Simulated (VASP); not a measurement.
# Ru2Rh in VASP: notebook

Ru2Rh is run at these levels: PBE; tasks: single point.

Everything below comes from runs of VASP 6.6.1. Logs are shortened: lines on timing, memory, paths and dates and some standing lists are left out, and cuts for length are marked.

### Step 1. The cell of the first run

The cell holds a slab with vacuum, 3 atoms: a = 2.721 Å, b = 2.721 Å, c = 20.296 Å, α = 90.00°, β = 90.00°, γ = 120.00°.

### Step 2. Single point, PBE

INCAR

```
ALGO = Normal
DIPOL = 0.5 0.5 0.500
EDIFF = 1E-7
ENCUT = 520
GGA = PE
IDIPOL = 3
ISIF = 2
ISMEAR = -1
LASPH = T
LCHARG = F
LDIPOL = T
LREAL = F
LWAVE = F
NBANDS = 28
NELM = 60
PREC = Accurate
SIGMA = 0.08
```

KPOINTS

```
k-points
0
Gamma
  14 14 1
```

POSCAR

```
Ru2Rh
1.0
    2.7207384563      0.0000000000      0.0000000000
   -1.3603692282      2.3562286202      0.0000000000
    0.0000000000      0.0000000000     20.2961000000
Ru Rh
2 1
Direct
    0.0000000000      0.0000000000      0.3980803413
    0.0000000000      0.0000000000      0.6019196604
    0.3333333333      0.6666666667      0.4999999983
```

Potentials or basis: VASP PAW PBE potentials, release 64 (Ru_pv, Rh_pv).

Run with:

```console
> cat potpaw_PBE.64/Ru_pv/POTCAR potpaw_PBE.64/Rh_pv/POTCAR > POTCAR
> mpirun -np 1 vasp_std > vasp.out
```

OUTCAR:

```text
EDIFF = 1E-7
   ENCUT = 520
   GGA = PE
   ISIF = 2
   ISMEAR = -1
   LASPH = T
   LREAL = F
   NELM = 60
   PREC = Accurate

 ion  position               nearest neighbor table
   1  0.000  0.000  0.398-   3 2.60   3 2.60   3 2.60
   2  0.000  0.000  0.602-   3 2.60   3 2.60   3 2.60
   3  0.333  0.667  0.500-   1 2.60   1 2.60   1 2.60   2 2.60   2 2.60   2 2.60

  LATTYP: Found a hexagonal cell.
 ALAT       =     2.7207384563
 C/A-ratio  =     7.4597762063

  Lattice vectors:

 A1 = (   2.7207384563,   0.0000000000,   0.0000000000)
 A2 = (  -1.3603692282,   2.3562286202,   0.0000000000)
 A3 = (   0.0000000000,   0.0000000000,  20.2961000000)

Analysis of symmetry for initial positions (statically):
=====================================================================
 Subroutine PRICEL returns:
 Original cell was already a primitive cell.

 Routine SETGRP: Setting up the symmetry group for a
 hexagonal supercell.

 Subroutine GETGRP returns: Found 12 space group operations
 (whereof 12 operations were pure point group operations)
 out of a pool of 24 trial point group operations.

The static configuration has the point symmetry D_3h.

Analysis of symmetry for dynamics (positions and initial velocities):
=====================================================================
 Subroutine PRICEL returns:
 Original cell was already a primitive cell.

 Routine SETGRP: Setting up the symmetry group for a
 hexagonal supercell.

 Subroutine GETGRP returns: Found 12 space group operations
 (whereof 12 operations were pure point group operations)
 out of a pool of 24 trial point group operations.

The dynamic configuration has the point symmetry D_3h.

 Subroutine INISYM returns: Found 12 space group operations
 (whereof 12 operations are pure point group operations),
 and found     1 'primitive' translations

----------------------------------------------------------------------------------------

                                     Primitive cell

  volume of cell :     130.1118

  direct lattice vectors                    reciprocal lattice vectors
     2.720738456  0.000000000  0.000000000     0.367547273  0.212203517  0.000000000
    -1.360369228  2.356228620  0.000000000     0.000000000  0.424407034  0.000000000
     0.000000000  0.000000000 20.296100000     0.000000000  0.000000000  0.049270550

  length of vectors
     2.720738456  2.720738456 20.296100000     0.424407034  0.424407034  0.049270550

  position of ions in fractional coordinates (direct lattice)
     0.000000000  0.000000000  0.398080341
     0.000000000  0.000000000  0.601919660
     0.333333333  0.666666667  0.499999998

  ion indices of the primitive-cell ions
   primitive index   ion index
                 1           1
                 2           2
                 3           3

----------------------------------------------------------------------------------------

 KPOINTS: k-points

Automatic generation of k-mesh.
 Grid dimensions read from file:
 generate k-points for:   14   14    1

 Generating k-lattice:

  Cartesian coordinates                     Fractional coordinates (reciprocal lattice)
     0.026253377  0.015157394  0.000000000     0.071428571  0.000000000  0.000000000
     0.000000000  0.030314788  0.000000000     0.000000000  0.071428571  0.000000000
     0.000000000  0.000000000  0.049270550     0.000000000  0.000000000  1.000000000

  Length of vectors
     0.030314788  0.030314788  0.049270550

  Shift w.r.t. Gamma in fractional coordinates (k-lattice)
     0.000000000  0.000000000  0.000000000

 Subroutine IBZKPT returns following result:
 ===========================================

 Found     24 irreducible k-points:

 Following reciprocal coordinates:
            Coordinates               Weight
  0.000000  0.000000  0.000000      1.000000
  0.071429  0.000000  0.000000      6.000000
  0.142857 -0.000000  0.000000      6.000000
  0.214286 -0.000000  0.000000      6.000000
  0.285714 -0.000000  0.000000      6.000000
  0.357143 -0.000000  0.000000      6.000000
[... 16 lines left out ...]
  0.285714  0.285714  0.000000      6.000000
  0.357143  0.285714  0.000000      6.000000
   k-points           NKPTS =     24   k-points in BZ     NKDIM =     24   number of bands    NBANDS=     28
   number of dos      NEDOS =    301   number of ions     NIONS =      3
   total plane-waves  NPLWV =  64000
   dimension x,y,z NGX =    20 NGY =   20 NGZ =  160
   dimension x,y,z NGXF=    40 NGYF=   40 NGZF=  320
   ions per type =               2   1
   NGX,Y,Z   is equivalent  to a cutoff of  12.22, 12.22, 13.11 a.u.
   NGXF,Y,Z  is equivalent  to a cutoff of  24.44, 24.44, 26.21 a.u.
 SYSTEM =  unknown system
   PREC   = accura    normal or accurate (medium, high low for compatibility)
   ISTART =      0    job   : 0-new  1-cont  2-samecut
   ICHARG =      2    charge: 1-file 2-atom 10-const
   ISPIN  =      1    spin polarized calculation?
   LNONCOLLINEAR =      F non collinear calculations
   LSORBIT =      F    spin-orbit coupling
   LASPH  =      T    aspherical Exc in radial PAW
   ENCUT  =  520.0 eV  38.22 Ry    6.18 a.u.   5.06  5.06 37.74*2*pi/ulx,y,z
   NELM   =     60;   NELMIN=  2; NELMDL= -5     # of ELM steps
   EDIFF  = 0.1E-06   stopping-criterion for ELM
   LREAL  =      F    real-space projection
   EDIFFG = 0.1E-05   stopping-criterion for IOM
   NSW    =      0    number of steps for IOM
   IBRION =     -1    ionic relax: 0-MD 1-quasi-New 2-CG
   NFREE  =      0    steps in history (QN), initial steepest desc. (CG)
   ISIF   =      2    stress and relaxation
   ISYM   =      2    0-nonsym 1-usesym 2-fastsym
   POTIM  = 0.5000    time-step for ionic-motion
   TEBEG  =    0.0;   TEEND  =   0.0 temperature during run
   PSTRESS=    0.0 pullay stress
   NELECT =      43.0000    total number of electrons
   NUPDOWN=      -1.0000    fix difference up-down
   EMIN   =  10.00;   EMAX   =-10.00  energy-range for DOS
   EFERMI =   0.00;   METHOD = LEGACY
   ISMEAR =    -1;   SIGMA  =   0.08  broadening in eV -4-tet -1-fermi 0-gaus
   EFERMI_NEDOS =   21; number of points for ismear=-14 and -15
   IALGO  =     38    algorithm
   IMIX   =      4    mixing-type and parameters
     AMIX     =   0.40;   BMIX     =  1.00
     AMIX_MAG =   1.60;   BMIX_MAG =  1.00
  volume/ion in A,a.u.               =      43.37       292.68
  Fermi-wavevector in a.u.,A,eV,Ry     =   1.131858  2.138902 17.430466  1.281103
  Thomas-Fermi vector in A             =   2.268558
   LORBIT       =      0    0 simple, 1 ext, 2 COOP (PROOUT), +10 PAW based schemes
   GGA     = PE    functional components
   LHFCALC =     F    Hartree Fock is set to
   AEXX    =    0.0000 exact exchange contribution
   IVDW    =     0    specifies the selected vdW correction
   LEPSILON=     F    determine dielectric tensor
   LRPA    =     F    only Hartree local field effects (RPA)
 non-spin polarized calculation
  energy-cutoff  :      520.00
  volume of cell :      130.11
 maximum number of plane-waves:      3531
   NGX = 11   NGY = 11   NGZ = 75

 dipolmoment           0.000000      0.000000      0.000000 electrons x Angstroem

 number of electron      42.9999994 magnetization

 dipolmoment           0.000000      0.000000     -0.000000 electrons x Angstroem

 Free energy of the ion-electron system (eV)
  ---------------------------------------------------
  ext. energy  EPLUGINS =         0.00000000
  ---------------------------------------------------
  free energy    TOTEN  =       -23.35751902 eV

  energy without entropy =      -23.23820942  energy(sigma->0) =      -23.29786422

 E-fermi :   0.4660     XC(G=0):  -5.4120

 val. band max:        0.4641079620   @ k =   0.3571  -0.0000   0.0000
 cond. band min:       0.4752732656   @ k =   0.3571   0.1429   0.0000
 fundamental gap:      0.0111653036
 Fermi energy:         0.4659890456

 k-point     1 :       0.0000    0.0000    0.0000
  band No.  band energies     occupation
      1     -46.9270      2.00000
      2     -46.4841      2.00000
      3     -46.4841      2.00000
      4     -42.4013      2.00000
      5     -42.3561      2.00000
      6     -41.9478      2.00000
[... 20 lines left out ...]
     27       1.2169      0.00017
     28       1.6897      0.00000

 k-point     2 :       0.0714    0.0000    0.0000
  band No.  band energies     occupation
      1     -46.9229      2.00000
      2     -46.5100      2.00000
      3     -46.4902      2.00000
      4     -42.3955      2.00000
      5     -42.3532      2.00000
      6     -41.9825      2.00000
[... 20 lines left out ...]
     27       1.3790      0.00002
     28       2.6684      0.00000

 k-point     3 :       0.1429   -0.0000    0.0000
  band No.  band energies     occupation
      1     -46.9111      2.00000
      2     -46.5819      2.00000
      3     -46.5073      2.00000
      4     -42.3794      2.00000
      5     -42.3452      2.00000
      6     -42.0807      2.00000
[... 20 lines left out ...]
     27       2.0952      0.00000
     28       3.8866      0.00000

 k-point     4 :       0.2143   -0.0000    0.0000
  band No.  band energies     occupation
      1     -46.8942      2.00000
      2     -46.6848      2.00000
      3     -46.5318      2.00000
      4     -42.3563      2.00000
      5     -42.3338      2.00000
      6     -42.2214      2.00000
[... 578 lines left out ...]
     27       7.0157      0.00000
     28       8.8735      0.00000

 k-point    23 :       0.2857    0.2857    0.0000
  band No.  band energies     occupation
      1     -46.8929      2.00000
      2     -46.8353      2.00000
      3     -46.7626      2.00000
      4     -42.5037      2.00000
      5     -42.4949      2.00000
      6     -42.3255      2.00000
[... 20 lines left out ...]
     27       7.7806      0.00000
     28       9.3047      0.00000

 k-point    24 :       0.3571    0.2857    0.0000
  band No.  band energies     occupation
      1     -46.8763      2.00000
      2     -46.8327      2.00000
      3     -46.7987      2.00000
      4     -42.4807      2.00000
      5     -42.4731      2.00000
      6     -42.3751      2.00000
[... 20 lines left out ...]
     27       8.3539      0.00000
     28       8.8425      0.00000

------------------------ aborting loop because EDIFF is reached ----------------------------------------

 vacuum level on the upper side and lower side of the slab       (xc-potential included)        -0.083        -0.083

  FORCE on cell =-STRESS in cart. coord.  units (eV):
  Direction    XX          YY          ZZ          XY          YZ          ZX
  --------------------------------------------------------------------------------------
  -------------------------------------------------------------------------------------
  Total       -2.4610247     -2.4610247      2.3986841      0.0000000      0.0000000      0.0000000
  in kB      -30.3046821    -30.3046821     29.5370304      0.0000000      0.0000000      0.0000000
  external PRESSURE =     -10.3574446 kB  Pullay stress =       0.0000000 kB

 VOLUME and BASIS-vectors are now :
 -----------------------------------------------------------------------------
  energy-cutoff  :      520.00
  volume of cell :      130.11
      direct lattice vectors                 reciprocal lattice vectors
     2.720738456  0.000000000  0.000000000     0.367547273  0.212203517  0.000000000
    -1.360369228  2.356228620  0.000000000     0.000000000  0.424407034  0.000000000
     0.000000000  0.000000000 20.296100000     0.000000000  0.000000000  0.049270550

 POSITION                                       TOTAL-FORCE (eV/Angst)
 -----------------------------------------------------------------------------------
      0.00000      0.00000      8.07948         0.000000      0.000000     -0.587258
      0.00000      0.00000     12.21662         0.000000     -0.000000      0.587258
     -0.00000      1.57082     10.14805        -0.000000      0.000000      0.000000
 -----------------------------------------------------------------------------------
    total drift:                               -0.000000      0.000000      0.000008

  FREE ENERGIE OF THE ION-ELECTRON SYSTEM (eV)
  ---------------------------------------------------
  free  energy   TOTEN  =       -23.3575190250 eV

  energy  without entropy=      -23.2382094176  energy(sigma->0) =      -23.29786422

 vacuum level on the upper side and lower side of the slab         5.614         5.614
```

It took 3.2 min on 1 thread of Intel Xeon 8259CL, shared host; peak memory 0.28 GiB.

What came out:

```yaml
Free_energy: -23.3575 eV
Largest_force: 0.587 eV/Å
Band_gap_on_the_k_mesh: zero (an odd number of electrons rules out a gap without spin polarisation)
```

Forces in eV/Å, atoms in the order of the input:
```
Ru   0.000  0.000 -0.587
Ru   0.000  0.000  0.587
Rh   0.000  0.000  0.000
```

### Step 3. Single point, PBE

INCAR

```
SYSTEM = Ru2Rh
ALGO = Normal ; DIPOL = 0.5 0.5 0.500
EDIFF = 1E-6 ; ENCUT = 520
GGA = PE ; IDIPOL = 3
ISIF = 2 ; ISMEAR = -1
LASPH = .True. ; LCHARG = .False.
LDIPOL = .True. ; LREAL = .False.
LWAVE = .False. ; NBANDS = 28
NELM = 80 ; PREC = Accurate
SIGMA = 0.08
```

KPOINTS

```
k-points
0
Gamma
  14 14 1
  0 0 0
```

POSCAR is that of step 2.

Potentials or basis: VASP PAW PBE potentials, release 64 (Ru_pv, Rh_pv).

Run with:

```console
> cat potpaw_PBE.64/Ru_pv/POTCAR potpaw_PBE.64/Rh_pv/POTCAR > POTCAR
> mpirun -np 1 vasp_std > vasp.out
```

OUTCAR:

```text
SYSTEM = Ru2Rh
   EDIFF = 1E-6
   ENCUT = 520
   GGA = PE
   ISIF = 2
   ISMEAR = -1
   LASPH = .True.
   LREAL = .False.
   NELM = 80
   PREC = Accurate

 ion  position               nearest neighbor table
   1  0.000  0.000  0.398-   3 2.60   3 2.60   3 2.60
   2  0.000  0.000  0.602-   3 2.60   3 2.60   3 2.60
   3  0.333  0.667  0.500-   1 2.60   1 2.60   1 2.60   2 2.60   2 2.60   2 2.60

  LATTYP: Found a hexagonal cell.
 ALAT       =     2.7207384563
 C/A-ratio  =     7.4597762063

  Lattice vectors:

 A1 = (   2.7207384563,   0.0000000000,   0.0000000000)
 A2 = (  -1.3603692282,   2.3562286202,   0.0000000000)
 A3 = (   0.0000000000,   0.0000000000,  20.2961000000)

Analysis of symmetry for initial positions (statically):
=====================================================================
 Subroutine PRICEL returns:
 Original cell was already a primitive cell.

 Routine SETGRP: Setting up the symmetry group for a
 hexagonal supercell.

 Subroutine GETGRP returns: Found 12 space group operations
 (whereof 12 operations were pure point group operations)
 out of a pool of 24 trial point group operations.

[... 169 lines left out ...]
 cond. band min:       0.4752802091   @ k =   0.3571   0.1429   0.0000
 fundamental gap:      0.0111650712
 Fermi energy:         0.4659961916

 k-point     1 :       0.0000    0.0000    0.0000
  band No.  band energies     occupation
      1     -46.9270      2.00000
      2     -46.4841      2.00000
      3     -46.4841      2.00000
      4     -42.4013      2.00000
      5     -42.3561      2.00000
      6     -41.9478      2.00000
[... 733 lines left out ...]
     27       8.3539      0.00000
     28       8.8426      0.00000

------------------------ aborting loop because EDIFF is reached ----------------------------------------

 vacuum level on the upper side and lower side of the slab       (xc-potential included)        -0.144        -0.144

  FORCE on cell =-STRESS in cart. coord.  units (eV):
  Direction    XX          YY          ZZ          XY          YZ          ZX
  --------------------------------------------------------------------------------------
  -------------------------------------------------------------------------------------
  Total       -2.4611516     -2.4611516      2.3985760      0.0000000      0.0000000     -0.0000000
  in kB      -30.3062450    -30.3062450     29.5356990      0.0000000      0.0000000     -0.0000000
  external PRESSURE =     -10.3589303 kB  Pullay stress =       0.0000000 kB

 VOLUME and BASIS-vectors are now :
 -----------------------------------------------------------------------------
  energy-cutoff  :      520.00
  volume of cell :      130.11
      direct lattice vectors                 reciprocal lattice vectors
     2.720738456  0.000000000  0.000000000     0.367547273  0.212203517  0.000000000
    -1.360369228  2.356228620  0.000000000     0.000000000  0.424407034  0.000000000
     0.000000000  0.000000000 20.296100000     0.000000000  0.000000000  0.049270550

 POSITION                                       TOTAL-FORCE (eV/Angst)
 -----------------------------------------------------------------------------------
      0.00000      0.00000      8.07948         0.000000      0.000000     -0.587247
      0.00000      0.00000     12.21662        -0.000000     -0.000000      0.587247
     -0.00000      1.57082     10.14805        -0.000000      0.000000     -0.000000
 -----------------------------------------------------------------------------------
    total drift:                               -0.000000      0.000000      0.000008

  FREE ENERGIE OF THE ION-ELECTRON SYSTEM (eV)
  ---------------------------------------------------
  free  energy   TOTEN  =       -23.3575189027 eV

  energy  without entropy=      -23.2382092579  energy(sigma->0) =      -23.29786408

 vacuum level on the upper side and lower side of the slab         5.607         5.607
```

Wall time 2.8 min (1 thread of Intel Xeon 8259CL, shared host); peak memory 0.28 GiB.

Results:

```yaml
Free_energy: -23.3575 eV
Largest_force: 0.587 eV/Å
Band_gap_on_the_k_mesh: zero (an odd number of electrons rules out a gap without spin polarisation)
```

Forces in eV/Å, atoms in the order of the input:
```
Ru   0.000  0.000 -0.587
Ru   0.000  0.000  0.587
Rh   0.000  0.000  0.000
```

Levels at points of the mesh, in eV from the Fermi level:
| k point | band 18 | band 19 | band 20 | band 21 | band 22 | band 23 | band 24 | band 25 |
| --- | --- | --- | --- | --- | --- | --- | --- | --- |
| (0.00, 0.00, 0.00) | -2.25 | -1.91 | -1.91 | -1.07 | -1.07 | -0.32 | 0.50 | 0.50 |
| (0.50, 0.00, 0.00) | -0.73 | -0.47 | 0.13 | 0.36 | 0.81 | 1.83 | 1.85 | 2.70 |
